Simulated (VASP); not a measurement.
Set up this calculation in VASP 6.6.1, as the native input.

```
Task                   : single point
Functional             : PBE
Potentials or basis    : VASP PAW PBE potentials, release 64 (Co)
Cutoff                 : 520 eV
k mesh                 : 15 × 15 × 8
Occupations            : fermi-dirac, width 0.08 eV
Spin                   : collinear spin, antiferromagnetic start
Starting moments       : [2.0, -2.0] μB
Dipole correction      : no
Further INCAR settings : ALGO = Normal; EDIFF = 1e-06; NBANDS = 20
```

The structure of Co lies in POSCAR:

```
Co
1.0
    2.5074000000      0.0000000000      0.0000000000
   -1.2537000000      2.1714720974      0.0000000000
    0.0000000000      0.0000000000      4.0699000000
Co
2
Direct
    0.3333333333      0.6666666667      0.2500000000
    0.6666666667      0.3333333333      0.7500000000
```

One way to write it, as run:

INCAR

```
SYSTEM = Co
  PREC = Accurate
  ENCUT = 520
  EDIFF = 1E-6
  ISMEAR = -1
  SIGMA = 0.08
  LREAL = .False.
  LASPH = .True.
  NELM = 150
  ALGO = Normal
  ISIF = 2
  LWAVE = .False.
  LCHARG = .False.
  ISPIN = 2
  MAGMOM = 2 -2
  LORBIT = 11
  LMAXMIX = 4
  GGA = PE
  NBANDS = 20
```

KPOINTS

```
regular mesh
0
Gamma
  15 15 8
  0 0 0
```

Potentials or basis: VASP PAW PBE potentials, release 64 (Co).

Launch:

```console
$ cat potpaw_PBE.64/Co/POTCAR > POTCAR
$ mpirun -np 1 vasp_std > vasp.out
```

Results of the run:

```yaml
Pressure: -10.2 GPa
Band_gap_on_the_k_mesh: zero (filled and empty bands overlap)
Net_moment: 0.00 μB per cell
Site_moments: Co +0.98, -0.98 μB
Valence_electrons_inside_the_program's_atomic_spheres: Co 8.23
```

Caveat: the cell stands under tension; the antiferromagnetic order is the one typed at the start, and another may lie lower.

It took 72 s on 1 thread of Intel(R) Xeon(R) Platinum 8488C (Sapphire Rapids), with other jobs on the host, peak memory 0.2 GiB.
